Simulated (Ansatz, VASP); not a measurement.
# Two plane-wave programs on BN

```
B N
1.0
     2.55453    0.00000    0.00000
    -1.27726    2.21228    0.00000
     0.00000    0.00000    4.22455
B N
2 2
Direct
  0.66667 0.33333 0.00019
  0.33333 0.66667 0.50019
  0.66667 0.33333 0.37481
  0.33333 0.66667 0.87481
```

Alike in both runs: functional PBE; k mesh 16 × 16 × 8; occupations gaussian, width 0.05 eV; no spin polarisation.

Ansatz relaxed the structure, and its values are those at the end. VASP's run is a single point on that final structure, the one shown.

|  | VASP | Ansatz |
| --- | --- | --- |
| version | VASP 6.6.1 | Ansatz 0.2.0 |
| potentials or method | VASP PAW PBE potentials, release 64 (B, N), cutoff 520 eV | scalar-relativistic, plane waves, PAW |
| valence electrons in the cell | 16 | 16 |

Ansatz gave:

| Item | Value |
| --- | --- |
| gap on the k mesh at the Fermi level (eV) | 5.30 |
| least direct gap on the mesh (eV) | 8.24 |
| pressure (GPa) | 0.0 |

**Question.** What did VASP give for the same quantities?

**Answer.** gap on the k mesh at the Fermi level (eV): 5.29; least direct gap on the mesh (eV): 8.23; pressure (GPa): 0.2.
